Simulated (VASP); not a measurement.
The system is Ti.

```
Ti
1.0
     0.00000    2.03979    2.03979
     2.03979    0.00000    2.03979
     2.03979    2.03979    0.00000
Ti
1
Direct
  0.00000 0.00000 0.00000
```

This isn't the form of Ti at room conditions, which is hcp.

Base run:

```yaml
Program: VASP 6.6.1
Functional: LDA
Potentials_or_basis: VASP PAW LDA potentials, release 64 (Ti_sv)
Cutoff: 520 eV
k_mesh: 22 × 22 × 22
Occupations: gaussian, width 0.15 eV
Spin: collinear spin
Starting_moments: "[0.75] μB"
Fixed_moment: 0.75 μB
```

Its results: pressure -4.6 GPa; site moments Ti +0.52 μB.

Q: The run is repeated on the same cell with these changes: fixed moment from 0.75 μB to 1 μB; moments at the start from [0.75] to [1.0]. What comes out?

A: Pressure -3.2 GPa; site moments Ti +0.70 μB.

Caveats: the cell stands under tension; the total moment is fixed, so each spin has its own Fermi level and the state may be an excited one.
